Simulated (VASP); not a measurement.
# Cs (P6_3/mmc) in VASP: notebook, part 2 of 2

VASP 6.6.1.

### Step 3. Single point, LDA (38.38 Å³/atom)

File INCAR:

```
ALGO = Normal
EDIFF = 1E-7
ENCUT = 520
GGA = CA
ISIF = 2
ISMEAR = -1
LASPH = T
LCHARG = F
LREAL = F
LWAVE = F
NBANDS = 16
NELM = 80
PREC = Accurate
SIGMA = 0.1
```

File KPOINTS:

```
k-points
0
Gamma
  9 9 5
```

File POSCAR:

```
Cs
1.0
    3.7964280727      0.0000000000      0.0000000000
   -1.8982140364      3.2878031546      0.0000000000
    0.0000000000      0.0000000000      6.1502134777
Cs
2
Direct
    0.3333333333      0.6666666667      0.2500000000
    0.6666666667      0.3333333333      0.7500000000
```

Potentials or basis: VASP PAW LDA potentials, release 64 (Cs_sv).

Command:

```
$ cat potpaw_LDA.64/Cs_sv/POTCAR > POTCAR
$ mpirun -np 1 vasp_std > vasp.out
```

OUTCAR:

```text
EDIFF = 1E-7
   ENCUT = 520
   GGA = CA
   ISIF = 2
   ISMEAR = -1
   LASPH = T
   LREAL = F
   NELM = 80
   PREC = Accurate

 ion  position               nearest neighbor table
   1  0.333  0.667  0.250-
   2  0.667  0.333  0.750-

  LATTYP: Found a hexagonal cell.
 ALAT       =     3.7964280727
 C/A-ratio  =     1.6200000000

  Lattice vectors:

 A1 = (   3.7964280727,   0.0000000000,   0.0000000000)
 A2 = (  -1.8982140364,   3.2878031546,   0.0000000000)
 A3 = (   0.0000000000,   0.0000000000,   6.1502134777)

Analysis of symmetry for initial positions (statically):
=====================================================================
 Subroutine PRICEL returns:
 Original cell was already a primitive cell.

 Routine SETGRP: Setting up the symmetry group for a
 hexagonal supercell.

 Subroutine GETGRP returns: Found 24 space group operations
 (whereof 12 operations were pure point group operations)
 out of a pool of 24 trial point group operations.

The static configuration has the point symmetry D_3d.
 The point group associated with its full space group is D_6h.

Analysis of symmetry for dynamics (positions and initial velocities):
=====================================================================
 Subroutine PRICEL returns:
 Original cell was already a primitive cell.

 Routine SETGRP: Setting up the symmetry group for a
 hexagonal supercell.

 Subroutine GETGRP returns: Found 24 space group operations
 (whereof 12 operations were pure point group operations)
 out of a pool of 24 trial point group operations.

The dynamic configuration has the point symmetry D_3d.
 The point group associated with its full space group is D_6h.

 Subroutine INISYM returns: Found 24 space group operations
 (whereof 12 operations are pure point group operations),
 and found     1 'primitive' translations

----------------------------------------------------------------------------------------

                                     Primitive cell

  volume of cell :      76.7664

  direct lattice vectors                    reciprocal lattice vectors
     3.796428073  0.000000000  0.000000000     0.263405491  0.152077231  0.000000000
    -1.898214036  3.287803155  0.000000000     0.000000000  0.304154462  0.000000000
     0.000000000  0.000000000  6.150213478     0.000000000  0.000000000  0.162595982

  length of vectors
     3.796428073  3.796428073  6.150213478     0.304154462  0.304154462  0.162595982

  position of ions in fractional coordinates (direct lattice)
     0.333333333  0.666666667  0.250000000
     0.666666667  0.333333333  0.750000000

  ion indices of the primitive-cell ions
   primitive index   ion index
                 1           1
                 2           2

----------------------------------------------------------------------------------------

 KPOINTS: k-points

Automatic generation of k-mesh.
 Grid dimensions read from file:
 generate k-points for:    9    9    5

 Generating k-lattice:

  Cartesian coordinates                     Fractional coordinates (reciprocal lattice)
     0.029267277  0.016897470  0.000000000     0.111111111  0.000000000  0.000000000
     0.000000000  0.033794940  0.000000000     0.000000000  0.111111111  0.000000000
     0.000000000  0.000000000  0.032519196     0.000000000  0.000000000  0.200000000

  Length of vectors
     0.033794940  0.033794940  0.032519196

  Shift w.r.t. Gamma in fractional coordinates (k-lattice)
     0.000000000  0.000000000  0.000000000

 Subroutine IBZKPT returns following result:
 ===========================================

 Found     36 irreducible k-points:

 Following reciprocal coordinates:
            Coordinates               Weight
  0.000000  0.000000  0.000000      1.000000
  0.111111 -0.000000  0.000000      6.000000
  0.222222 -0.000000  0.000000      6.000000
  0.333333  0.000000  0.000000      6.000000
  0.444444 -0.000000  0.000000      6.000000
  0.111111  0.111111  0.000000      6.000000
[... 16 lines left out ...]
  0.333333  0.222222  0.200000     24.000000
  0.333333  0.333333  0.200000      4.000000
 [... further k-points ...]
   k-points           NKPTS =     36   k-points in BZ     NKDIM =     36   number of bands    NBANDS=     16
   number of dos      NEDOS =    301   number of ions     NIONS =      2
   total plane-waves  NPLWV =  37632
   dimension x,y,z NGX =    28 NGY =   28 NGZ =   48
   dimension x,y,z NGXF=    56 NGYF=   56 NGZF=   96
   ions per type =               2
   NGX,Y,Z   is equivalent  to a cutoff of  12.26, 12.26, 12.97 a.u.
   NGXF,Y,Z  is equivalent  to a cutoff of  24.52, 24.52, 25.95 a.u.
 SYSTEM =  unknown system
   PREC   = accura    normal or accurate (medium, high low for compatibility)
   ISTART =      0    job   : 0-new  1-cont  2-samecut
   ICHARG =      2    charge: 1-file 2-atom 10-const
   ISPIN  =      1    spin polarized calculation?
   LNONCOLLINEAR =      F non collinear calculations
   LSORBIT =      F    spin-orbit coupling
   LASPH  =      T    aspherical Exc in radial PAW
   ENCUT  =  520.0 eV  38.22 Ry    6.18 a.u.   7.06  7.06 11.44*2*pi/ulx,y,z
   NELM   =     80;   NELMIN=  2; NELMDL= -5     # of ELM steps
   EDIFF  = 0.1E-06   stopping-criterion for ELM
   LREAL  =      F    real-space projection
   EDIFFG = 0.1E-05   stopping-criterion for IOM
   NSW    =      0    number of steps for IOM
   IBRION =     -1    ionic relax: 0-MD 1-quasi-New 2-CG
   NFREE  =      0    steps in history (QN), initial steepest desc. (CG)
   ISIF   =      2    stress and relaxation
   ISYM   =      2    0-nonsym 1-usesym 2-fastsym
   POTIM  = 0.5000    time-step for ionic-motion
   TEBEG  =    0.0;   TEEND  =   0.0 temperature during run
   PSTRESS=    0.0 pullay stress
   NELECT =      18.0000    total number of electrons
   NUPDOWN=      -1.0000    fix difference up-down
   EMIN   =  10.00;   EMAX   =-10.00  energy-range for DOS
   EFERMI =   0.00;   METHOD = LEGACY
   ISMEAR =    -1;   SIGMA  =   0.10  broadening in eV -4-tet -1-fermi 0-gaus
   EFERMI_NEDOS =   21; number of points for ismear=-14 and -15
   IALGO  =     38    algorithm
   IMIX   =      4    mixing-type and parameters
     AMIX     =   0.40;   BMIX     =  1.00
     AMIX_MAG =   1.60;   BMIX_MAG =  1.00
  volume/ion in A,a.u.               =      38.38       259.02
  Fermi-wavevector in a.u.,A,eV,Ry     =   1.009505  1.907688 13.865710  1.019101
  Thomas-Fermi vector in A             =   2.142438
   LORBIT       =      0    0 simple, 1 ext, 2 COOP (PROOUT), +10 PAW based schemes
   GGA     = CA    functional components
   LHFCALC =     F    Hartree Fock is set to
   AEXX    =    0.0000 exact exchange contribution
   IVDW    =     0    specifies the selected vdW correction
   LEPSILON=     F    determine dielectric tensor
   LRPA    =     F    only Hartree local field effects (RPA)
 non-spin polarized calculation
  energy-cutoff  :      520.00
  volume of cell :       76.77
 maximum number of plane-waves:      2079
   NGX = 15   NGY = 15   NGZ = 23

 number of electron      18.0000004 magnetization

 Free energy of the ion-electron system (eV)
  ---------------------------------------------------
  ext. energy  EPLUGINS =         0.00000000
  ---------------------------------------------------
  free energy    TOTEN  =        -0.78288151 eV

  energy without entropy =       -0.67528326  energy(sigma->0) =       -0.72908238

 E-fermi :   4.8912     XC(G=0):  -9.2129

 val. band max:        4.8686209893   @ k =   0.3333   0.2222   0.4000
 cond. band min:       4.9101051544   @ k =   0.2222   0.1111   0.4000
 fundamental gap:      0.0414841651
 Fermi energy:         4.8911782042

 k-point     1 :       0.0000    0.0000    0.0000
  band No.  band energies     occupation
      1     -19.2966      2.00000
      2     -18.7676      2.00000
      3      -7.3867      2.00000
      4      -4.8903      2.00000
      5      -4.8903      2.00000
      6      -4.5260      2.00000
[... 8 lines left out ...]
     15       8.6539      0.00000
     16       9.4791      0.00000

 k-point     2 :       0.1111   -0.0000    0.0000
  band No.  band energies     occupation
      1     -19.2477      2.00000
      2     -18.7430      2.00000
      3      -7.2922      2.00000
      4      -5.2109      2.00000
      5      -4.9858      2.00000
      6      -4.8448      2.00000
[... 8 lines left out ...]
     15       8.4358      0.00000
     16       9.0304      0.00000
[... 387 lines left out ...]
      5      -6.1866      2.00000
      6      -5.7110      2.00000
[... 8 lines left out ...]
     15       9.1180      0.00000
     16      10.7934      0.00000

 k-point    24 :       0.3333    0.3333    0.2000
  band No.  band energies     occupation
      1     -18.6555      2.00000
      2     -18.6555      2.00000
      3      -6.6746      2.00000
      4      -6.5796      2.00000
      5      -6.5796      2.00000
      6      -5.9136      2.00000
[... 8 lines left out ...]
     15       9.2224      0.00000
     16      10.7262      0.00000

 [... further k-points ...]
[... 5 lines left out ...]
  --------------------------------------------------------------------------------------
  -------------------------------------------------------------------------------------
  Total        2.4352124      2.4352124      2.1847628     -0.0000000      0.0000000      0.0000000
  in kB       50.8248674     50.8248674     45.5977793     -0.0000000      0.0000000      0.0000000
  external PRESSURE =      49.0825047 kB  Pullay stress =       0.0000000 kB

 VOLUME and BASIS-vectors are now :
 -----------------------------------------------------------------------------
  energy-cutoff  :      520.00
  volume of cell :       76.77
      direct lattice vectors                 reciprocal lattice vectors
     3.796428073  0.000000000  0.000000000     0.263405491  0.152077231  0.000000000
    -1.898214036  3.287803155  0.000000000     0.000000000  0.304154462  0.000000000
     0.000000000  0.000000000  6.150213478     0.000000000  0.000000000  0.162595982

 POSITION                                       TOTAL-FORCE (eV/Angst)
 -----------------------------------------------------------------------------------
     -0.00000      2.19187      1.53755        -0.000000      0.000000      0.000000
      1.89821      1.09593      4.61266         0.000000     -0.000000      0.000000
 -----------------------------------------------------------------------------------
    total drift:                               -0.000000      0.000000     -0.000000

  FREE ENERGIE OF THE ION-ELECTRON SYSTEM (eV)
  ---------------------------------------------------
  free  energy   TOTEN  =        -0.7828815068 eV

  energy  without entropy=       -0.6752832588  energy(sigma->0) =       -0.72908238
```

OSZICAR:

```text
N       E                     dE             d eps       ncg     rms          rms(c)
DAV:   1     0.110353425049E+03    0.11035E+03   -0.75746E+03  1152   0.955E+02
DAV:   2     0.624996291031E+01   -0.10410E+03   -0.10000E+03  1720   0.170E+02
DAV:   3    -0.858065145398E+00   -0.71080E+01   -0.70789E+01  1424   0.482E+01
DAV:   4    -0.911720842874E+00   -0.53656E-01   -0.53647E-01  1488   0.479E+00
DAV:   5    -0.911981597538E+00   -0.26075E-03   -0.26075E-03  1424   0.340E-01    0.133E+00
DAV:   6    -0.812183984264E+00    0.99798E-01   -0.95257E-02  1256   0.156E+00    0.610E-01
DAV:   7    -0.783594164194E+00    0.28590E-01   -0.75579E-02  1296   0.139E+00    0.154E-01
DAV:   8    -0.782909527066E+00    0.68464E-03   -0.16834E-03  1544   0.230E-01    0.249E-02
DAV:   9    -0.782885218175E+00    0.24309E-04   -0.74110E-05  1304   0.466E-02    0.875E-03
DAV:  10    -0.782881589300E+00    0.36289E-05   -0.30541E-06  1608   0.111E-02    0.168E-03
DAV:  11    -0.782881506813E+00    0.82487E-07   -0.30413E-07  1344   0.289E-03
   1 F= -.78288151E+00 E0= -.72908238E+00  d E =-.107598E+00
```

stdout:

```text
POSCAR found type information on POSCAR Cs
 POSCAR found :  1 types and       2 ions
 scaLAPACK will be used
 LDA part: xc-table for (Slater(with rela. corr.)+CA(PZ))
 , standard interpolation
 POSCAR, INCAR and KPOINTS ok, starting setup
 FFT: planning ... GRIDC
 FFT: planning ... GRID_SOFT
 FFT: planning ... GRID
 WAVECAR not read
 entering main loop
```

Run time: 59 s. Hardware: 1 thread of Intel Xeon 8259CL, shared host; peak memory 0.17 GiB.

What came out:

```yaml
Free_energy: -0.7829 eV
Pressure: 4.9 GPa
Band_gap_on_the_k_mesh: zero (bands 9 and 10 overlap by 1.23 eV)
```

Caveat: the cell stands under pressure; spin-orbit coupling is left out, which moves the levels of the heavy elements.

The gap in the log of VASP goes by the Fermi energy; the results here count the filled bands.